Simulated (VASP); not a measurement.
# CsLiCr2Te2S3 (R32) in VASP: notebook

CsLiCr2Te2S3 is run at these levels: revPBE, LDA, PBE; tasks: single point.

All numbers are computed with VASP 6.6.1; they aren't measurements. Logs are shortened: lines on timing, memory, paths and dates and some standing lists are left out, and cuts for length are marked.

## (1) The cell of the first run

Symmetry: R32, No. 155, trigonal system. The conventional cell has a = 6.683 Å, b = 6.683 Å, c = 22.975 Å, α = 90.00°, β = 90.00°, γ = 120.00°. Cs (site symmetry 32) has 6 Te at 3.91 Å and 6 S at 4.38 Å and 8 Cr at 4.57 to 4.95 Å within 5.1 Å. Li (site symmetry 32) has 3 S at 2.43 Å within 3.2 Å. Within 3.0 Å of Cr (site symmetry 3) lie 3 S at 2.26 Å and 1 Te at 2.46 Å. Within 3.3 Å of Te (site symmetry 3) lie 1 Cr at 2.46 Å. Within 3.0 Å of S (site symmetry 2) lie 2 Cr at 2.26 Å and 1 Li at 2.43 Å.

## (2) Single point, revPBE, collinear spin, ferromagnetic start

Contents of INCAR:

```
ALGO     = Normal         # electronic algorithm
EDIFF    = 1E-6           # SCF threshold, eV
ENCUT    = 520            # plane-wave cutoff, eV
GGA      = RE             # functional
ISIF     = 2              # what is computed and relaxed
ISMEAR   = -1             # smearing method
ISPIN    = 2              # spin polarisation
LASPH    = True           # aspherical terms in the spheres
LCHARG   = True           # write CHGCAR
LELF     = True           # ELF
LMAXMIX  = 4              # l up to which the mixer works
LORBIT   = 11             # projections on sites
LREAL    = False          # projectors in reciprocal space
LVHAR    = True         
LWAVE    = False          # write WAVECAR
MAGMOM   = 0 0 3 3 0 0 0 0 0 # initial moments
NBANDS   = 47             # bands
NELM     = 150            # most SCF steps
PREC     = Accurate       # precision mode
SIGMA    = 0.05           # smearing width, eV
```

Contents of KPOINTS:

```
k-points
0
Gamma
  4 4 4
```

Contents of POSCAR:

```
CsLiCr2Te2S3
1.0
    3.3414468842      1.9291834028      7.6582837803
   -3.3414468842      1.9291834028      7.6582837803
    0.0000000000     -3.8583723715      7.6582823782
Cs Li Cr Te S
1 1 2 2 3
Direct
    0.0000000000      0.0000000000      0.0000000000
    0.5000000000      0.5000000000      0.5000000000
    0.8012925324      0.8012925324      0.8012925324
    0.1987074676      0.1987074676      0.1987074676
    0.6940807300      0.6940807300      0.6940807300
    0.3059192700      0.3059192700      0.3059192700
    0.1357108954      0.8642891046      0.5000000000
    0.5000000000      0.1357108954      0.8642891046
    0.8642891046      0.5000000000      0.1357108954
```

Potentials or basis: VASP PAW PBE potentials, release 64 (Cs_sv, Li_sv, Cr_pv, Te, S).

Started as:

```bash
$ cat potpaw_PBE.64/Cs_sv/POTCAR potpaw_PBE.64/Li_sv/POTCAR potpaw_PBE.64/Cr_pv/POTCAR potpaw_PBE.64/Te/POTCAR potpaw_PBE.64/S/POTCAR > POTCAR
$ mpirun -np 1 vasp_std > vasp.out
```

OUTCAR:

```text
EDIFF = 1E-6
   ENCUT = 520
   GGA = RE
   ISIF = 2
   ISMEAR = -1
   ISPIN = 2
   LASPH = True
   LORBIT = 11
   LREAL = False
   NELM = 150
   PREC = Accurate

 ion  position               nearest neighbor table
   1  0.000  0.000  0.000-
   2  0.500  0.500  0.500-   7 2.43   8 2.43   9 2.43
   3  0.801  0.801  0.801-   8 2.26   9 2.26   7 2.26   5 2.46
   4  0.199  0.199  0.199-   9 2.26   8 2.26   7 2.26   6 2.46
   5  0.694  0.694  0.694-   3 2.46
   6  0.306  0.306  0.306-   4 2.46
   7  0.136  0.864  0.500-   3 2.26   4 2.26   2 2.43
   8  0.500  0.136  0.864-   3 2.26   4 2.26   2 2.43
   9  0.864  0.500  0.136-   4 2.26   3 2.26   2 2.43

  LATTYP: Found a trigonal (rhomboedric) cell.
 ALAT       =     8.5753324333
 COS(alpha) =     0.6963332863

  Lattice vectors:

 A1 = (   3.3414468842,   1.9291834028,   7.6582837803)
 A2 = (  -3.3414468842,   1.9291834028,   7.6582837803)
 A3 = (   0.0000000000,  -3.8583723715,   7.6582823782)

Analysis of symmetry for initial positions (statically):
=====================================================================
 Subroutine PRICEL returns:
 Original cell was already a primitive cell.

 Routine SETGRP: Setting up the symmetry group for a
 trigonal (rhombohedral) supercell.

 Subroutine GETGRP returns: Found  6 space group operations
 (whereof  6 operations were pure point group operations)
 out of a pool of 12 trial point group operations.

The static configuration has the point symmetry D_3 .

Analysis of symmetry for dynamics (positions and initial velocities):
=====================================================================
 Subroutine PRICEL returns:
 Original cell was already a primitive cell.

 Routine SETGRP: Setting up the symmetry group for a
 trigonal (rhombohedral) supercell.

 Subroutine GETGRP returns: Found  6 space group operations
 (whereof  6 operations were pure point group operations)
 out of a pool of 12 trial point group operations.

The dynamic configuration has the point symmetry D_3 .

Analysis of structural, dynamic, and magnetic symmetry:
=====================================================================
 Subroutine PRICEL returns:
 Original cell was already a primitive cell.

 Routine SETGRP: Setting up the symmetry group for a
 trigonal (rhombohedral) supercell.

[... 147 lines left out ...]
  ext. energy  EPLUGINS =         0.00000000
  ---------------------------------------------------
  free energy    TOTEN  =       -43.50488289 eV

  energy without entropy =      -43.49082842  energy(sigma->0) =      -43.49785565

 E-fermi :   2.1004     XC(G=0):  -7.5837

 val. band max:        2.0820561342   @ k =   0.2500   0.2500   0.2500
 cond. band min:       2.1063864620   @ k =   0.0000   0.0000   0.0000
 fundamental gap:      0.0243303277
 Fermi energy:         2.1004235611

 spin component 1

 k-point     1 :       0.0000    0.0000    0.0000
  band No.  band energies     occupation
      1     -44.1757      1.00000
      2     -42.2881      1.00000
      3     -42.2881      1.00000
      4     -42.2859      1.00000
      5     -42.2859      1.00000
      6     -42.2004      1.00000
[... 613 lines left out ...]
     44       7.0106      0.00000
     45       7.1995      0.00000
 Fermi energy:         2.1004235611

 spin component 2

 k-point     1 :       0.0000    0.0000    0.0000
  band No.  band energies     occupation
      1     -44.1689      1.00000
      2     -40.0104      1.00000
      3     -40.0097      1.00000
      4     -39.7480      1.00000
      5     -39.7480      1.00000
      6     -39.7450      1.00000
[... 613 lines left out ...]
     44       7.0966      0.00000
     45       7.1373      0.00000
 [bands above 45 left out]

------------------------ aborting loop because EDIFF is reached ----------------------------------------

  FORCE on cell =-STRESS in cart. coord.  units (eV):
  Direction    XX          YY          ZZ          XY          YZ          ZX
  --------------------------------------------------------------------------------------
  -------------------------------------------------------------------------------------
  Total       -0.0248387     -0.0248387     -0.0874163     -0.0000000      0.0000000      0.0000000
  in kB       -0.1343533     -0.1343533     -0.4728376     -0.0000000      0.0000001      0.0000000
  external PRESSURE =      -0.2471814 kB  Pullay stress =       0.0000000 kB

 VOLUME and BASIS-vectors are now :
 -----------------------------------------------------------------------------
  energy-cutoff  :      520.00
  volume of cell :      296.20
      direct lattice vectors                 reciprocal lattice vectors
     3.341446884  1.929183403  7.658283780     0.149635777  0.086392245  0.043525876
    -3.341446884  1.929183403  7.658283780    -0.149635777  0.086392245  0.043525876
     0.000000000 -3.858372371  7.658282378     0.000000000 -0.172784523  0.043525814

 POSITION                                       TOTAL-FORCE (eV/Angst)
 -----------------------------------------------------------------------------------
      0.00000      0.00000      0.00000        -0.000000      0.000000     -0.000000
      0.00000     -0.00000     11.48742        -0.000000      0.000000     -0.000000
      0.00000     -0.00000     18.40958        -0.000000      0.000000     -0.002607
      0.00000     -0.00000      4.56527        -0.000000     -0.000000      0.002607
      0.00000     -0.00000     15.94640        -0.000000     -0.000000      0.006676
      0.00000     -0.00000      7.02845        -0.000000      0.000000     -0.006676
     -2.43451     -0.00000     11.48742         0.002880      0.000000     -0.000000
      1.21725     -2.10835     11.48742        -0.001440      0.002494      0.000000
      1.21725      2.10834     11.48743        -0.001440     -0.002494     -0.000000
 -----------------------------------------------------------------------------------
    total drift:                               -0.000000      0.000000     -0.000000

  FREE ENERGIE OF THE ION-ELECTRON SYSTEM (eV)
  ---------------------------------------------------
  free  energy   TOTEN  =       -43.5048828851 eV

  energy  without entropy=      -43.4908284233  energy(sigma->0) =      -43.49785565

 total charge

# of ion       s       p       d       tot
------------------------------------------
    1        1.836   4.722   0.028   6.585
    2        2.013   0.038   0.000   2.051
    3        0.344   6.276   4.119  10.739
    4        0.344   6.276   4.119  10.739
    5        1.380   2.001   0.017   3.398
    6        1.380   2.001   0.017   3.398
    7        1.330   2.422   0.000   3.752
    8        1.330   2.422   0.000   3.752
    9        1.330   2.422   0.000   3.752
--------------------------------------------------
tot         11.288  28.578   8.300  48.166

 magnetization (x)

# of ion       s       p       d       tot
------------------------------------------
    1       -0.000  -0.006  -0.001  -0.008
    2        0.001   0.001   0.000   0.003
    3        0.031   0.027   2.317   2.375
    4        0.031   0.027   2.317   2.375
    5       -0.006  -0.238   0.003  -0.241
    6       -0.006  -0.238   0.003  -0.241
    7       -0.005  -0.092   0.000  -0.097
    8       -0.005  -0.092   0.000  -0.097
    9       -0.005  -0.092   0.000  -0.097
--------------------------------------------------
tot          0.036  -0.702   4.638   3.972
```

OSZICAR:

```text
N       E                     dE             d eps       ncg     rms          rms(c)
DAV:   1     0.538478324617E+03    0.53848E+03   -0.30054E+04  2700   0.124E+03
DAV:   2     0.951525239938E+01   -0.52896E+03   -0.50625E+03  2863   0.291E+02
DAV:   3    -0.468206747814E+02   -0.56336E+02   -0.55356E+02  3450   0.929E+01
[... 12 lines left out ...]
DAV:  16    -0.435047885647E+02   -0.18482E-03   -0.17401E-04  2787   0.504E-02    0.203E-02
DAV:  17    -0.435048658958E+02   -0.77331E-04   -0.82486E-05  2780   0.341E-02    0.866E-03
DAV:  18    -0.435048775409E+02   -0.11645E-04   -0.10933E-05  2986   0.116E-02    0.659E-03
DAV:  19    -0.435048812287E+02   -0.36879E-05   -0.29905E-06  2378   0.690E-03    0.317E-03
DAV:  20    -0.435048828036E+02   -0.15749E-05   -0.22527E-06  2371   0.620E-03    0.120E-03
DAV:  21    -0.435048828851E+02   -0.81542E-07   -0.12489E-07  1768   0.166E-03
   1 F= -.43504883E+02 E0= -.43497856E+02  d E =-.140545E-01  mag=     4.0006
```

It took 35 min on 1 thread of Intel Xeon 8259CL, shared host; peak memory 0.99 GiB.

What came out:

```
Free energy                                           : -43.5049 eV
Largest force                                         : 0.007 eV/Å
Band gap on the k mesh                                : zero (filled and empty bands overlap)
Net moment                                            : 4.00 μB per cell
Site moments                                          : Cs -0.01; Li +0.00; Cr +2.38; Te -0.24; S -0.10 μB
Valence electrons inside the program's atomic spheres : Cs 6.58; Li 2.05; Cr 10.74; Te 3.40; S 3.75
```

Forces on the atoms (eV/Å):
```
Cs   0.000  0.000  0.000
Li   0.000  0.000  0.000
Cr   0.000  0.000 -0.003
Cr   0.000  0.000  0.003
Te   0.000  0.000  0.007
Te   0.000  0.000 -0.007
S    0.003  0.000  0.000
S   -0.001  0.002  0.000
S   -0.001 -0.002  0.000
```

Levels at points of the mesh, in eV from the Fermi level:
Spin up:
```
           k point  band 33  band 34  band 35  band 36  band 37  band 38
(0.00, 0.00, 0.00)    -0.46    -0.11    -0.11     0.01     0.32     0.32
(0.50, 0.00, 0.00)    -0.47    -0.24    -0.20     0.49     0.73     0.76
(0.50, 0.50, 0.00)    -0.63    -0.27    -0.12     0.18     0.45     0.56
(0.50, 0.50, 0.50)    -1.03    -0.27    -0.16    -0.16     0.78     0.78
```
Spin down:
```csv
k point,band 27,band 28,band 29,band 30,band 31,band 32,band 33,band 34,band 35,band 36
"(0.00, 0.00, 0.00)",-1.89,-1.89,-1.84,-0.31,-0.31,0.87,0.87,1.18,1.18,1.22
"(0.50, 0.00, 0.00)",-1.95,-1.32,-1.27,-0.89,-0.77,0.96,1.20,1.41,1.70,1.76
"(0.50, 0.50, 0.00)",-1.95,-1.84,-1.34,-0.62,-0.35,1.02,1.07,1.22,1.61,1.77
"(0.50, 0.50, 0.50)",-1.95,-1.44,-1.44,-0.77,-0.77,0.87,0.87,1.04,1.34,1.34
```

Caveat: the cutoff is under 1.25 times the usual one of these potentials, so pressure, stress and relaxed cells hold a basis-set (Pulay) error; the PAW data sets were made with another functional, which shifts forces and pressure a little; spin-orbit coupling is left out, which moves the levels of the heavy elements; the run started ferromagnetic, and an antiferromagnetic order may lie lower in energy. With open d or f shells a metallic result of revPBE can be an artefact of self-interaction; +U or a hybrid may open a gap.

(Continued in part 2 of 2.)

The gap in the log of VASP goes by the Fermi energy; the results here count the filled bands.